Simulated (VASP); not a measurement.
Here is a VASP 6.6.1 calculation.

File INCAR:

```
ALGO = Normal
EDIFF = 1E-6
ENCUT = 600
GGA = PE
GGA_COMPAT = F
ISIF = 2
ISMEAR = 1
ISPIN = 2
LASPH = T
LCHARG = T
LELF = T
LMAXMIX = 4
LORBIT = 11
LREAL = F
LVHAR = T
LWAVE = F
MAGMOM = 0.3 0
NBANDS = 20
NELM = 200
PREC = Accurate
SIGMA = 0.0037
```

KPOINTS

```
k-points
0
Gamma
  6 6 6
```

File POSCAR:

```
VN
1.0
    0.0000000000      2.0624650000      2.0624650000
    2.0624650000      0.0000000000      2.0624650000
    2.0624650000      2.0624650000      0.0000000000
V N
1 1
Direct
    0.0000000000      0.0000000000      0.0000000000
    0.5000000000      0.5000000000      0.5000000000
```

Potentials or basis: VASP PAW PBE potentials, release 64 (V_sv, N).

Command:

```console
$ cat potpaw_PBE.64/V_sv/POTCAR potpaw_PBE.64/N/POTCAR > POTCAR
$ mpirun -np 1 vasp_std > vasp.out
```

Problem. What does it give for the net moment?

Solution. 0.31 μB per cell.

Problem. Predict the pressure.

Solution. -0.3 GPa.

Caveat: the k points lie up to 0.44 Å⁻¹ apart.
